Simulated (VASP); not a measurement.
# GeCl5 (F-43m) in VASP: further runs, part 2 of 2

VASP 6.6.1. The steps go on from the part before.

## Step 4: Single point, PBE

This run uses another cell than the first one, of 22.25 Å³/atom.

File INCAR:

```
SYSTEM = GeCl5
PREC     = Accurate       ! precision mode
ENCUT    = 520            ! plane-wave cutoff, eV
EDIFF    = 1E-7           ! SCF threshold, eV
ISMEAR   = 0              ! smearing method
SIGMA    = 0.1            ! smearing width, eV
LREAL    = .FALSE.        ! projectors in reciprocal space
LASPH    = .TRUE.         ! aspherical terms in the spheres
NELM     = 100            ! most SCF steps
ALGO     = Normal         ! electronic algorithm
ISIF     = 2              ! what is computed and relaxed
LWAVE    = .FALSE.        ! write WAVECAR
LCHARG   = .FALSE.        ! write CHGCAR
GGA      = PE             ! functional
NBANDS   = 34             ! bands
```

File KPOINTS:

```
regular mesh
0
G
  8 8 8
  0 0 0
```

File POSCAR:

```
GeCl5
1.0
    0.0000000000      4.0562447911      4.0562447911
    4.0562447911      0.0000000000      4.0562447911
    4.0562447911      4.0562447911      0.0000000000
Ge Cl
1 5
Direct
    0.0000000000      0.0000000000      0.0000000000
    0.3750011120      0.3750011120      0.8749966639
    0.3750011120      0.8749966639      0.3750011120
    0.8749966639      0.3750011120      0.3750011120
    0.3750011120      0.3750011120      0.3750011120
    0.7500000000      0.7500000000      0.7500000000
```

Potentials or basis: VASP PAW PBE potentials, release 64 (Ge_d, Cl).

Command:

```
$ cat potpaw_PBE.64/Ge_d/POTCAR potpaw_PBE.64/Cl/POTCAR > POTCAR
$ mpirun -np 1 vasp_std > vasp.out
```

OUTCAR:

```text
SYSTEM = GeCl5
   PREC = Accurate
   ENCUT = 520
   EDIFF = 1E-7
   ISMEAR = 0
   LREAL = .FALSE.
   LASPH = .TRUE.
   NELM = 100
   ISIF = 2
   GGA = PE

 ion  position               nearest neighbor table
   1  0.000  0.000  0.000-
   2  0.375  0.375  0.875-
   3  0.375  0.875  0.375-
   4  0.875  0.375  0.375-
   5  0.375  0.375  0.375-
[... 1094 lines left out ...]
  Direction    XX          YY          ZZ          XY          YZ          ZX
  --------------------------------------------------------------------------------------
  -------------------------------------------------------------------------------------
  Total       -0.0601545     -0.0601545     -0.0601545     -0.0000000     -0.0000000      0.0000000
  in kB       -0.7220652     -0.7220652     -0.7220652     -0.0000000     -0.0000000      0.0000000
  external PRESSURE =      -0.7220652 kB  Pullay stress =       0.0000000 kB

 VOLUME and BASIS-vectors are now :
 -----------------------------------------------------------------------------
  energy-cutoff  :      520.00
  volume of cell :      133.48
      direct lattice vectors                 reciprocal lattice vectors
     0.000000000  4.056244791  4.056244791    -0.123266722  0.123266722  0.123266722
     4.056244791  0.000000000  4.056244791     0.123266722 -0.123266722  0.123266722
     4.056244791  4.056244791  0.000000000     0.123266722  0.123266722 -0.123266722

 POSITION                                       TOTAL-FORCE (eV/Angst)
 -----------------------------------------------------------------------------------
      0.00000      0.00000      0.00000         0.000000      0.000000      0.000000
      5.07030      5.07030      3.04219         0.003205      0.003205     -0.003205
      5.07030      3.04219      5.07030         0.003205     -0.003205      0.003205
      3.04219      5.07030      5.07030        -0.003205      0.003205      0.003205
      3.04219      3.04219      3.04219        -0.003205     -0.003205     -0.003205
      6.08437      6.08437      6.08437         0.000000      0.000000      0.000000
 -----------------------------------------------------------------------------------
    total drift:                                0.000001      0.000001      0.000001

  FREE ENERGIE OF THE ION-ELECTRON SYSTEM (eV)
  ---------------------------------------------------
  free  energy   TOTEN  =       -10.7356454277 eV

  energy  without entropy=      -10.7030841945  energy(sigma->0) =      -10.71936481
```

OSZICAR:

```text
N       E                     dE             d eps       ncg     rms          rms(c)
DAV:   1     0.445329770580E+03    0.44533E+03   -0.21877E+04  2728   0.209E+03
DAV:   2     0.478553892318E+02   -0.39747E+03   -0.37254E+03  2524   0.635E+02
DAV:   3    -0.975091834040E+01   -0.57606E+02   -0.56043E+02  2102   0.136E+02
DAV:   4    -0.126625378843E+02   -0.29116E+01   -0.28986E+01  2552   0.378E+01
DAV:   5    -0.127543165528E+02   -0.91779E-01   -0.91723E-01  2520   0.629E+00    0.105E+01
DAV:   6    -0.109630655046E+02    0.17913E+01   -0.13843E+00  2542   0.848E+00    0.622E+00
DAV:   7    -0.107474165614E+02    0.21565E+00   -0.79381E-01  2520   0.396E+00    0.298E+00
DAV:   8    -0.107464394636E+02    0.97710E-03   -0.17347E-01  2428   0.238E+00    0.114E+00
DAV:   9    -0.107565636878E+02   -0.10124E-01   -0.62827E-02  2534   0.147E+00    0.858E-01
DAV:  10    -0.107354564289E+02    0.21107E-01   -0.25502E-02  2430   0.106E+00    0.199E-01
DAV:  11    -0.107356420665E+02   -0.18564E-03   -0.30104E-03  2504   0.315E-01    0.114E-01
DAV:  12    -0.107357699157E+02   -0.12785E-03   -0.50134E-04  2430   0.117E-01    0.609E-02
DAV:  13    -0.107356429029E+02    0.12701E-03   -0.18062E-04  2496   0.917E-02    0.880E-03
DAV:  14    -0.107356454282E+02   -0.25253E-05   -0.28554E-05  2428   0.239E-02    0.102E-02
DAV:  15    -0.107356454277E+02    0.52842E-09   -0.65119E-07  2408   0.440E-03
   1 F= -.10735645E+02 E0= -.10719365E+02  d E =-.325612E-01
```

stdout:

```text
POSCAR found type information on POSCAR GeCl
 POSCAR found :  2 types and       6 ions
 scaLAPACK will be used
 LDA part: xc-table for (Slater+PW92), standard interpolation
 POSCAR, INCAR and KPOINTS ok, starting setup
 FFT: planning ... GRIDC
 FFT: planning ... GRID_SOFT
 FFT: planning ... GRID
 WAVECAR not read
 entering main loop
```

Wall time 79 s (1 thread of Intel Xeon 6975P-C (Granite Rapids), shared host); peak memory 0.36 GiB.

What came out:

```
Free energy            : -10.7356 eV
Pressure               : -0.1 GPa
Band gap on the k mesh : zero (an odd number of electrons rules out a gap without spin polarisation)
```

Levels at points of the mesh, in eV from the Fermi level:
| k point | band 20 | band 21 | band 22 | band 23 | band 24 | band 25 | band 26 | band 27 | band 28 | band 29 |
| --- | --- | --- | --- | --- | --- | --- | --- | --- | --- | --- |
| (0.00, 0.00, 0.00) | -1.27 | -0.23 | -0.23 | -0.23 | 0.24 | 0.24 | 0.24 | 2.16 | 2.16 | 2.16 |
| (0.50, 0.00, 0.00) | -2.08 | -1.08 | -0.47 | -0.47 | -0.21 | 0.36 | 0.36 | 1.54 | 2.13 | 2.13 |
| (0.50, 0.50, 0.00) | -1.92 | -1.88 | -0.63 | -0.43 | -0.43 | 0.21 | 0.21 | 1.54 | 1.93 | 1.93 |

Caveat: an odd number of electrons without spin polarisation forces a metal; a magnetic or distorted state may lie lower.

## Step 5: Summary

```csv
cell,k mesh,gap on the mesh (eV),pressure (GPa)
"a = 5.728 Å, angles 60.0°, 6 atoms",4 × 4 × 4,none,-0.1
"a = 6.142 Å, angles 60.0°, 6 atoms",4 × 4 × 4,none,-4.4
"a = 5.736 Å, angles 60.0°, 6 atoms",8 × 8 × 8,none,-0.1
```

Alike in all rows: task single point; level PBE; potentials or basis VASP PAW PBE potentials, release 64 (Ge_d, Cl); no spin polarisation; cutoff (eV) 520; smearing gaussian 0.1 eV.

Caveats: an odd number of electrons without spin polarisation forces a metal; a magnetic or distorted state may lie lower; the cell stands under tension (at least some runs).

Total energies depend on the potentials used, so only differences within one code and one set of settings carry meaning.
